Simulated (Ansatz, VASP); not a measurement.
# Ir in VASP and in Ansatz

```
Ir
1.0
     0.00000    1.91560    1.91560
     1.91560    0.00000    1.91560
     1.91560    1.91560    0.00000
Ir
1
Cartesian
  0.0000 0.0000 0.0000
```

Alike in both runs: task relaxation of cell and atoms; functional PBE; dispersion D3(BJ); k mesh 12 × 12 × 12; occupations fermi-dirac, width 0.05 eV; no spin polarisation.

|  | VASP | Ansatz |
| --- | --- | --- |
| version | VASP 6.6.1 | Ansatz 0.2.0 |
| potentials or method | VASP PAW PBE potentials, release 64 (Ir), cutoff 600 eV | all-electron LAPW, scalar-relativistic |

VASP gave:

* relaxed volume (Å³/atom): 14.17
* relaxed cell length with the largest relative difference (Å): 2.716

**Question.** Which values does Ansatz return?

**Answer.** Relaxed volume (Å³/atom): 14.15; relaxed cell length with the largest relative difference (Å): 2.715.

Ansatz ran all-electron here, and VASP with PAW potentials.

Neither program's run includes spin-orbit coupling.
